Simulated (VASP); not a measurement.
**Si3Ge: relaxation of cell and atoms with PBE**

The system is Si3Ge.

```
CELL_PARAMETERS angstrom
2.65079 0.00000 0.00000
-1.32540 2.29565 0.00000
0.00000 0.00000 10.91460
ATOMIC_POSITIONS crystal
Si 0.33333 0.66667 0.76219
Si 0.33333 0.66667 0.23781
Si 0.66667 0.33333 0.00000
Ge 0.66667 0.33333 0.50000
```

```json
{"Program": "VASP 6.6.1", "Task": "relaxation of cell and atoms", "Functional": "PBE", "Potentials or basis": "VASP PAW PBE potentials, release 64 (Si, Ge_d)", "Cutoff": "500 eV", "k mesh": "18 × 18 × 4", "Occupations": "gaussian, width 0.1 eV", "Spin": "no spin polarisation", "Dipole correction": "no", "Further INCAR settings": "ALGO = Normal; EDIFF = 1e-07; IBRION = 2; EDIFFG = -0.01; NSW = 100; ISIF = 3"}
```

| Property | Result |
| --- | --- |
| Relaxed volume | 15.82 Å³/atom |
| Relaxed cell | a = 2.801 Å, b = 2.801 Å, c = 9.317 Å, α = 90.00°, β = 90.00°, γ = 120.00° |
| Space group after relaxing (to 0.1 Å) | P-6m2 (No. 187) |
| Energy gained by relaxing | 79.1 meV/atom |
| Ionic steps | 15 |
| Pressure after relaxing | -0.1 GPa |
| Largest force after relaxing | 0.006 eV/Å |

Forces on the atoms (eV/Å):
```
Si   0.000  0.000  0.006
Si   0.000  0.000 -0.006
Si   0.000  0.000  0.000
Ge   0.000  0.000  0.000
```

Step by step:
| step | energy change (eV) | largest force (eV/Å) | pressure (GPa) | volume (Å³) |
| --- | --- | --- | --- | --- |
| 1 | 0.0000 | 0.1311 | -0.42 | 66.42 |
| 2 | -0.1441 | 0.0561 | -1.40 | 65.93 |
| 3 | -0.1985 | 0.1132 | -1.64 | 65.57 |
| 4 | -0.2908 | 0.1306 | -1.59 | 64.70 |
| 5 | -0.2491 | 0.1674 | 1.31 | 62.32 |
| 6 | -0.2545 | 0.0663 | 0.77 | 62.66 |
| 7 | -0.3106 | 0.1178 | -0.83 | 63.76 |
| 8 | -0.3101 | 0.1357 | -0.91 | 63.84 |
| 9 | -0.3130 | 0.0651 | 0.74 | 62.55 |
| 10 | -0.3137 | 0.0892 | 0.23 | 62.94 |
| 11 | -0.3150 | 0.0534 | 0.17 | 63.04 |
| 12 | -0.3157 | 0.0282 | 0.00 | 63.25 |
| 13 | -0.3158 | 0.0059 | 0.03 | 63.19 |
| 14 | -0.3162 | 0.0074 | -0.09 | 63.30 |
| 15 | -0.3162 | 0.0056 | -0.06 | 63.29 |

Final structure:
```
Si Ge
1.0
     2.80060    0.00000    0.00000
    -1.40030    2.42539    0.00000
     0.00000    0.00000    9.31732
Si Ge
3 1
Direct
  0.33333 0.66667 0.76779
  0.33333 0.66667 0.23221
  0.66667 0.33333 0.00000
  0.66667 0.33333 0.50000
```

Levels at points of the mesh, in eV from the Fermi level:
```tsv
k point	band 10	band 11	band 12	band 13	band 14	band 15	band 16	band 17
(0.00, 0.00, 0.00)	-6.38	0.93	1.19	7.59	7.59	8.93	8.93	9.18
(0.50, 0.00, 0.00)	-5.55	-5.52	-1.73	-1.63	-1.22	0.58	3.00	4.63
(0.00, 0.00, 0.50)	-3.58	-3.02	5.48	6.51	7.65	7.65	8.62	8.62
(0.50, 0.00, 0.50)	-4.92	-4.00	-3.82	-3.10	1.56	2.40	2.79	3.11
```

It took 21 min on 1 thread of Intel(R) Xeon(R) Platinum 8375C CPU @ 2.90GHz (Ice Lake), with other jobs on the host, peak memory 0.27 GiB.

Caveat: the highest band is partly filled, so the run has too few bands.
